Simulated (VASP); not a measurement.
TaN, 2 atoms in the cell. It takes space group P-6m2 (No. 187, hexagonal). The conventional cell has a = 2.997 Å, b = 2.997 Å, c = 2.883 Å, α = 90.00°, β = 90.00°, γ = 120.00°. Ta (site symmetry -6m2) has 6 N at 2.25 Å and 8 Ta at 2.88 to 3.00 Å within 3.0 Å. N (site symmetry -6m2) has 6 Ta at 2.25 Å and 8 N at 2.88 to 3.00 Å within 3.0 Å. 

```yaml
Program: VASP 6.6.1
Task: single point
Functional: PBEsol
Potentials_or_basis: VASP PAW PBE potentials, release 64 (Ta_pv, N)
Cutoff: 520 eV
k_mesh: 9 × 9 × 8
Occupations: fermi-dirac, width 0.05 eV
Spin: no spin polarisation
Dipole_correction: no
Further_INCAR_settings: ALGO = Normal; EDIFF = 1e-06; NBANDS = 15
```

Potentials or basis: VASP PAW PBE potentials, release 64 (Ta_pv, N).

Launch:

```console
$ cat potpaw_PBE.64/Ta_pv/POTCAR potpaw_PBE.64/N/POTCAR > POTCAR
$ mpirun -np 1 vasp_std > vasp.out
```

Hardware: 1 thread of Intel(R) Xeon(R) Platinum 8488C (Sapphire Rapids), on a shared host.

Q: How long does it take, and how much memory?

A: It took 13 s on 1 thread of Intel(R) Xeon(R) Platinum 8488C (Sapphire Rapids), with other jobs on the host, peak memory 0.15 GiB. Counts: scf iterations 13, k points 60.
